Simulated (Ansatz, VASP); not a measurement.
# Al in VASP and in Ansatz

File INCAR:

```
SYSTEM = Al
PREC = Accurate ; ENCUT = 520
EDIFF = 1E-6 ; ISMEAR = 0
SIGMA = 0.15 ; LREAL = .False.
LASPH = .True. ; NELM = 100
ALGO = Fast ; ISIF = 2
LWAVE = .False. ; LCHARG = .False.
NBANDS = 8
```

KPOINTS

```
regular mesh
0
Gamma
  22 22 22
  0 0 0
```

Contents of POSCAR:

```
Al
1.0
   -1.3952102565      1.3952102565      2.0272405027
    1.3952102565     -1.3952102565      2.0272405027
    1.3952102565      1.3952102565     -2.0272405027
Al
1
Direct
    0.0000000000      0.0000000000      0.0000000000
```

Input for Ansatz:

```yaml
crystal:
  lattice:
    - [-1.3952102565, 1.3952102565, 2.0272405027]
    - [1.3952102565, -1.3952102565, 2.0272405027]
    - [1.3952102565, 1.3952102565, -2.0272405027]
  atoms:
    - { symbol: Al, position: [0.0, 0.0, 0.0] }
basis:
  ecutwfc: 420
kpoints:
  mp_grid: { grid: [22, 22, 22] }
hamiltonian:
  xc: lda
scf:
  occupations: { method: gaussian, width: 0.15 }
output:
  forces: true
  stress: true
  eigenvalues: true
```

Alike in both runs: task single point; functional LDA; k mesh 22 × 22 × 22; occupations gaussian, width 0.15 eV; no spin polarisation.

|  | VASP | Ansatz |
| --- | --- | --- |
| version | VASP 6.6.1 | Ansatz 0.2.0 |
| potentials or method | VASP PAW LDA potentials, release 64 (Al), cutoff 520 eV | scalar-relativistic, plane waves, PAW |
| valence electrons in the cell | 3 | 3 |

|  | VASP | Ansatz | Ansatz less VASP |
| --- | --- | --- | --- |
| gap on the k mesh at the Fermi level (eV) | none | none | - |
| pressure (GPa) | 0.2 | 0.2 | -0.08 |
| traceless stress, the component that is largest in VASP (GPa) | -1.41 | -1.40 | +0.009 |

LDA's correlation is that of Perdew and Zunger in VASP and of Perdew and Wang (1992) in Ansatz. A gap of «none» marks a metal or a gap that the smearing closes.
